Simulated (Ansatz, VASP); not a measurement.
In in VASP and in Ansatz

Contents of INCAR:

```
ALGO = Normal
EDIFF = 1E-7
ENCUT = 520
GGA = PE
ISIF = 2
ISMEAR = -1
LASPH = True
LCHARG = False
LREAL = False
LWAVE = False
NBANDS = 20
NELM = 100
PREC = Accurate
SIGMA = 0.1
```

KPOINTS

```
k-points
0
Gamma
  12 12 7
```

POSCAR

```
In
1.0
    3.3541123215      0.0000000000      0.0000000000
   -1.6770561607      2.9047464776      0.0000000000
    0.0000000000      0.0000000000      5.4513281595
In
2
Direct
    0.3333333333      0.6666666667      0.2500000000
    0.6666666667      0.3333333333      0.7500000000
```

Input for Ansatz:

```yaml
crystal:
  lattice:
    - [3.3541123215, 0.0, 0.0]
    - [-1.6770561607, 2.9047464776, 0.0]
    - [0.0, 0.0, 5.4513281595]
  atoms:
    - { symbol: In, position: [0.3333333333, 0.6666666667, 0.25] }
    - { symbol: In, position: [0.6666666667, 0.3333333333, 0.75] }
hamiltonian:
  xc: pbe
  pseudopotentials:
    kind: paw
    azcp:
      In: "pseudopotentials/In.paw.azcp"
basis:
  ecutwfc: 420
  fft_grid_basis: typed
kpoints:
  mp_grid: { grid: [12, 12, 7], shift: [0, 0, 0] }
magnetization:
  spin_polarized: false
scf:
  occupations: { method: fermi_dirac, width: 0.1 }
  lower_state_search: "off"
output:
  stress: true
```

Alike in both runs: task single point; functional PBE; k mesh 12 × 12 × 7; occupations fermi-dirac, width 0.1 eV; no spin polarisation.

|  | VASP | Ansatz |
| --- | --- | --- |
| version | VASP 6.6.1 | Ansatz 0.2.0 |
| potentials or method | VASP PAW PBE potentials, release 64 (In_d), cutoff 520 eV | plane waves (420 eV) with PAW, scalar-relativistic |
| valence electrons in the cell | 26 | 26 |

|  | VASP | Ansatz | Ansatz less VASP |
| --- | --- | --- | --- |
| pressure (GPa) | 1.5 | 1.6 | +0.03 |
| traceless stress, the component that is largest in VASP (GPa) | -0.46 | -0.47 | -0.004 |
